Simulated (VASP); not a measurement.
Wanted: the native input for a VASP 6.6.1 run.

```
Task                   : single point
Functional             : PBE
Potentials or basis    : VASP PAW PBE potentials, release 64 (Hf_pv, O)
Cutoff                 : 520 eV
k mesh                 : 10 × 10 × 10
Occupations            : fermi-dirac, width 0.02 eV
Spin                   : no spin polarisation
Dipole correction      : no
Further INCAR settings : ALGO = Normal; EDIFF = 1e-06; NBANDS = 18
```

The structure of HfO2 lies in POSCAR:

```
HfO2
1.0
    0.0000000000      2.5744375797      2.5744375797
    2.5744375797      0.0000000000      2.5744375797
    2.5744375797      2.5744375797      0.0000000000
Hf O
1 2
Direct
    0.0000000000      0.0000000000      0.0000000000
    0.2500000000      0.2500000000      0.2500000000
    0.7500000000      0.7500000000      0.7500000000
```

This cell differs from its parent crystal: volume scaled by 1.02, then relaxed in part.

One way to write it, as run:

INCAR

```
SYSTEM = HfO2
ALGO = Normal
EDIFF = 1E-6
ENCUT = 520
GGA = PE
ISIF = 2
ISMEAR = -1
LASPH = .TRUE.
LCHARG = .FALSE.
LREAL = .FALSE.
LWAVE = .FALSE.
NBANDS = 18
NELM = 100
PREC = Accurate
SIGMA = 0.02
```

KPOINTS

```
k-points
0
G
  10 10 10
  0 0 0
```

Potentials or basis: VASP PAW PBE potentials, release 64 (Hf_pv, O).

Launch:

```console
$ cat potpaw_PBE.64/Hf_pv/POTCAR potpaw_PBE.64/O/POTCAR > POTCAR
$ mpirun -np 1 vasp_std > vasp.out
```

It gave:

```
Pressure               : -10.3 GPa
Band gap on the k mesh : 3.68 eV, direct
```

Caveat: spin-orbit coupling is left out, which moves the levels of the heavy elements.

It took 31 s on 1 thread of Intel Xeon 8259CL, on a shared host, peak memory 0.17 GiB.
